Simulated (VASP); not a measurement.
Crystal: C.

```
C
1.0
     2.52210    0.00000    0.00000
    -1.26105    2.18420    0.00000
     0.00000    0.00000    8.23710
C
8
Cartesian
  1.2611 0.7281 6.9501
  0.0000 1.4561 2.8315
  1.2611 0.7281 5.4056
  0.0000 1.4561 1.2870
  0.0000 0.0000 7.4649
  0.0000 0.0000 3.3463
  0.0000 0.0000 4.8908
  0.0000 0.0000 0.7722
```

Program: VASP 6.6.1. Alike in all runs: task single point; no spin polarisation; cell as given; k mesh 12 × 12 × 4.

Q: Order these runs on this cell by their pressure, lowest first.
A. level PBE; potentials or basis VASP PAW PBE potentials, release 64 (C); cutoff (eV) 600; smearing fermi-dirac 0.02 eV
B. level revPBE+D4; potentials or basis VASP PAW PBE potentials, release 64 (C); cutoff (eV) 520; smearing fermi-dirac 0.05 eV
C. level r2SCAN+rVV10; potentials or basis VASP PAW PBE potentials, release 64 (C); cutoff (eV) 520; smearing fermi-dirac 0.05 eV
D. level LDA; potentials or basis VASP PAW LDA potentials, release 64 (C); cutoff (eV) 520; smearing fermi-dirac 0.05 eV
E. level r2SCAN+D3(BJ); potentials or basis VASP PAW PBE potentials, release 64 (C); cutoff (eV) 520; smearing fermi-dirac 0.05 eV

A: D (-11.1 GPa), B (-5.4 GPa), E (-3.4 GPa), C (-1.8 GPa), A (2.3 GPa).

Caveats: the PAW data sets were made with another functional, which shifts forces and pressure a little (some runs).
